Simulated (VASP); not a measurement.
Input of a VASP 6.6.1 run:

POSCAR

```
AlN
1.0
    0.0000000000      2.1930940056      2.1930940056
    2.1849006282      0.0081933774      2.1849006282
    2.1849006282      2.1849006282      0.0081933774
Al N
1 1
Direct
    0.0000000000      0.0000000000      0.0000000000
    0.7500000000      0.7500000000      0.7500000000
```

The input INCAR.step1:

```
SYSTEM = AlN
PREC     = Accurate       ! precision mode
ENCUT    = 520            ! plane-wave cutoff, eV
ISMEAR   = 0              ! smearing method
SIGMA    = 0.05           ! smearing width, eV
LREAL    = .FALSE.        ! projectors in reciprocal space
LASPH    = .TRUE.         ! aspherical terms in the spheres
NELM     = 80             ! most SCF steps
NBANDS   = 11             ! bands
GGA      = PE             ! functional
ALGO     = Normal         ! electronic algorithm
EDIFF    = 1E-4           ! SCF threshold, eV
LWAVE    = .TRUE.         ! write WAVECAR
LCHARG   = .FALSE.        ! write CHGCAR
```

The input INCAR.step2:

```
SYSTEM = AlN
PREC     = Accurate       ! precision mode
ENCUT    = 520            ! plane-wave cutoff, eV
EDIFF    = 1E-6           ! SCF threshold, eV
ISMEAR   = 0              ! smearing method
SIGMA    = 0.05           ! smearing width, eV
LREAL    = .FALSE.        ! projectors in reciprocal space
LASPH    = .TRUE.         ! aspherical terms in the spheres
NELM     = 80             ! most SCF steps
ALGO     = Normal         ! electronic algorithm
ISIF     = 2              ! what is computed and relaxed
LWAVE    = .FALSE.        ! write WAVECAR
LCHARG   = .TRUE.         ! write CHGCAR
METAGGA  = R2SCAN         ! meta-GGA
LMIXTAU  = .TRUE.       
LELF     = .TRUE.         ! ELF
LVHAR    = .TRUE.       
NBANDS   = 11             ! bands
ISTART   = 1
```

File KPOINTS:

```
Automatic mesh
0
G
  10 10 10
  0 0 0
```

Potentials or basis: VASP PAW PBE potentials, release 64 (Al, N).

Run with:

```sh
$ cat potpaw_PBE.64/Al/POTCAR potpaw_PBE.64/N/POTCAR > POTCAR
$ cp INCAR.step1 INCAR
$ mpirun -np 1 vasp_std > vasp.out
$ cp INCAR.step2 INCAR
$ mpirun -np 1 vasp_std > vasp.out
```

(1) Predict the largest force.

(2) Predict the band gap on the k mesh.

(3) Estimate the pressure.

Answers

(1) 0.066 eV/Å.

(2) 3.91 eV, indirect (least direct gap 4.86 eV).

(3) -0.4 GPa.

Caveat: the cell differs from its parent crystal (strain +0.0075 x Voigt [0, 0, 0, 1, 0, 0]); the PAW data sets were made with another functional, which shifts forces and pressure a little.
